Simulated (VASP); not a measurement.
LiRu: single point with PBE

The system is LiRu.

```xyz
2
Lattice="1.3086 0.7555 4.5833 -1.3086 0.7555 4.5833 0.0000 -1.5110 4.5833" Properties=species:S:1:pos:R:3 pbc="T T T"
Li    0.0000    0.0000    6.8750
Ru    0.0000    0.0000    0.0000
```

The cell was built from a structure type or drawn by symmetry, and may not be a known phase.

```yaml
Program: VASP 6.6.1
Task: single point
Functional: PBE
Potentials_or_basis: VASP PAW PBE potentials, release 64 (Li_sv, Ru_pv)
Cutoff: 520 eV
k_mesh: 24 × 24 × 24
Occupations: gaussian, width 0.1 eV
Spin: no spin polarisation
Dipole_correction: no
Further_INCAR_settings: ALGO = Fast; EDIFF = 1e-06; NBANDS = 16
```

| Property | Result |
| --- | --- |
| Band gap on the k mesh | zero (an odd number of electrons rules out a gap without spin polarisation) |

Levels at points of the mesh, in eV from the Fermi level:
```
           k point  band 5  band 6  band 7  band 8  band 9  band 10  band 11  band 12  band 13  band 14
(0.00, 0.00, 0.00)   -5.99   -3.69   -1.73   -1.73    0.11     0.98     0.98     6.81    11.05    16.68
(0.50, 0.00, 0.00)   -5.00   -3.82   -1.43    0.06    2.51     2.69     4.51     7.31    10.21    11.05
(0.50, 0.50, 0.00)   -4.96   -3.64   -0.48    0.12    0.88     2.69     3.29     8.43    10.53    11.06
(0.50, 0.50, 0.50)   -5.77   -2.67   -2.26   -1.73   -1.73     0.99     0.99    10.59    11.05    13.60
```

It took 44 min on 1 thread of Intel Xeon 8259CL, with other jobs on the host, peak memory 0.67 GiB.
